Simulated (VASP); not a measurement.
Write the native input for VASP 6.6.1 that does the following.

```
Task                   : single point
Functional             : r2SCAN
Dispersion             : D4
Potentials or basis    : VASP PAW PBE potentials, release 64 (K_sv, Ta_sv_GW, O)
Cutoff                 : 660 eV
k mesh                 : 4 × 4 × 4
Occupations            : gaussian, width 0.01 eV
Spin                   : no spin polarisation
Dipole correction      : no
Second run             : valence_matched
Further INCAR settings : ALGO = Normal; EDIFF = 1e-06; NBANDS = 28
```

KTaO3:

```
K Ta O
1.0
     3.98543    0.00000    0.00000
     0.00000    3.98543    0.00000
     0.00000    0.00000    3.98543
K Ta O
1 1 3
Cartesian
  1.9927 1.9927 1.9927
  0.0000 0.0000 0.0000
  1.9927 0.0000 0.0000
  0.0000 1.9927 0.0000
  0.0000 0.0000 1.9927
```

One way to write it, as run:

POSCAR

```
KTaO3
1.0
    3.9854310334      0.0000000000      0.0000000000
    0.0000000000      3.9854310334      0.0000000000
    0.0000000000      0.0000000000      3.9854310334
K Ta O
1 1 3
Direct
    0.5000000000      0.5000000000      0.5000000000
    0.0000000000      0.0000000000      0.0000000000
    0.5000000000      0.0000000000      0.0000000000
    0.0000000000      0.5000000000      0.0000000000
    0.0000000000      0.0000000000      0.5000000000
```

INCAR.step1

```
  PREC = Accurate
  ENCUT = 660
  ISMEAR = 0
  SIGMA = 0.01
  LREAL = F
  LASPH = T
  NELM = 120
  NBANDS = 28
  GGA = PE
  ALGO = Normal
  EDIFF = 1E-5
  LWAVE = T
  LCHARG = F
  GGA_COMPAT = F
```

INCAR.step2

```
  PREC = Accurate
  ENCUT = 660
  EDIFF = 1E-6
  ISMEAR = 0
  SIGMA = 0.01
  LREAL = F
  LASPH = T
  NELM = 120
  ALGO = Normal
  ISIF = 2
  LWAVE = F
  LCHARG = F
  METAGGA = R2SCAN
  LMIXTAU = T
  IVDW = 13
  VDW_S6 = 1.0
  VDW_S8 = 0.6018749
  VDW_A1 = 0.51559235
  VDW_A2 = 5.77342911
  NBANDS = 28
  ISTART = 1
  GGA_COMPAT = F
```

KPOINTS

```
regular mesh
0
Gamma
  4 4 4
```

Potentials or basis: VASP PAW PBE potentials, release 64 (K_sv, Ta_sv_GW, O).

Command:

```console
$ cat potpaw_PBE.64/K_sv/POTCAR potpaw_PBE.64/Ta_sv_GW/POTCAR potpaw_PBE.64/O/POTCAR > POTCAR
$ cp INCAR.step1 INCAR
$ mpirun -np 1 vasp_std > vasp.out
$ cp INCAR.step2 INCAR
$ mpirun -np 1 vasp_std > vasp.out
```

Results of the run:

The pressure is 0.0 GPa. The band gap on the k mesh is 2.61 eV, indirect (least direct gap 3.26 eV) and the dispersion energy per atom is -0.060 eV.

Caveat: the PAW data sets were made with another functional, which shifts forces and pressure a little; spin-orbit coupling is left out, which moves the levels of the heavy elements.

Run time: 96 s on 1 thread of AMD EPYC 7R13 Processor (Zen 3), with other jobs on the host, peak memory 0.2 GiB.
